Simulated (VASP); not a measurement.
Here is a VASP 6.6.1 calculation.

The input INCAR:

```
SYSTEM = VSi31
PREC = Accurate ; ENCUT = 520
EDIFF = 1E-6 ; ISMEAR = 0
SIGMA = 0.02 ; LREAL = Auto
LASPH = .TRUE. ; NELM = 150
ALGO = Normal ; ISIF = 2
LWAVE = .FALSE. ; LCHARG = .FALSE.
ISPIN = 2 ; MAGMOM = 2 0 0 0 0 0 0 0 0 0 0 0 0 0 0 0 0 0 0 0 0 0 0 0 0 0 0 0 0 0 0 0
LORBIT = 11 ; LMAXMIX = 4
GGA = PE ; NBANDS = 94
NELECT = 136.0 ; KPAR = 2
```

The input KPOINTS:

```
Automatic mesh
0
Gamma
  2 2 2
  0.5 0.5 0.5
```

Contents of POSCAR:

```
VSi31
1.0
    5.4700936576     -5.4700936576      5.4700936576
   -5.4700936576      5.4700936576      5.4700936576
   -5.4700936576     -5.4700936576     -5.4700936576
V Si
1 31
Direct
    0.2500000000      0.0000000000      0.5000000000
    0.4997004650      0.0000000000      0.2472179158
    0.7500000000      0.0000000000      0.0000000000
   -0.0027820842      0.2497004650      0.5000000000
    0.2500000000      0.2497004650      0.2472179158
   -0.0027820842      0.0000000000      0.7497004650
    0.7500000000      0.5000000000      0.5000000000
    0.5027820842      0.2527820842      0.0024825492
    0.7524825492      0.2527820842      0.7527820842
    0.0002995350      0.4975174508      0.2502995350
    0.4997004650      0.7472179158      0.5000000000
    0.2500000000      0.5000000000      0.0000000000
    0.7475174508      0.7502995350      0.2502995350
    0.5027820842      0.5024825492      0.7527820842
    0.0002995350      0.7502995350     -0.0024825492
    0.2500000000      0.7472179158      0.7497004650
    0.2500000000      0.7492727956      0.0000725395
    0.5007272044      0.7507997440      0.7507272044
    0.7500725395      0.7492727956      0.5000000000
   -0.0007272044      0.0000000000      1.0000725395
    0.2500000000      0.0000000000      0.7576910137
   -0.0076910137      0.7423089863      0.2423089863
    0.7499274605      0.2492002560     -0.0000725395
    0.5076910137      0.0000000000      0.5000000000
    0.7500725395      0.0000000000      0.2492727956
    0.0007997440      0.2507272044      0.7507272044
    0.4992002560      0.4999274605     -0.0000725395
    0.2500000000      0.2576910137      0.5000000000
    0.7499274605      0.4999274605      0.7492002560
    0.5007272044      0.2507272044      0.2507997440
   -0.0007272044      0.5000725395      0.5000000000
    0.2500000000      0.5000725395      0.2492727956
```

Potentials or basis: VASP PAW PBE potentials, release 64 (V_sv, Si).

Launch:

```bash
$ cat potpaw_PBE.64/V_sv/POTCAR potpaw_PBE.64/Si/POTCAR > POTCAR
$ mpirun -np 4 vasp_std > vasp.out
```

(1) What does it give for the net moment?

(2) Estimate the largest force.

Results:

(1) 0.00 μB per cell.

(2) 0.022 eV/Å.

Caveat: the cell carries a net charge on a neutralising background, which shifts energy and pressure; the moments typed at the start vanished in this run.
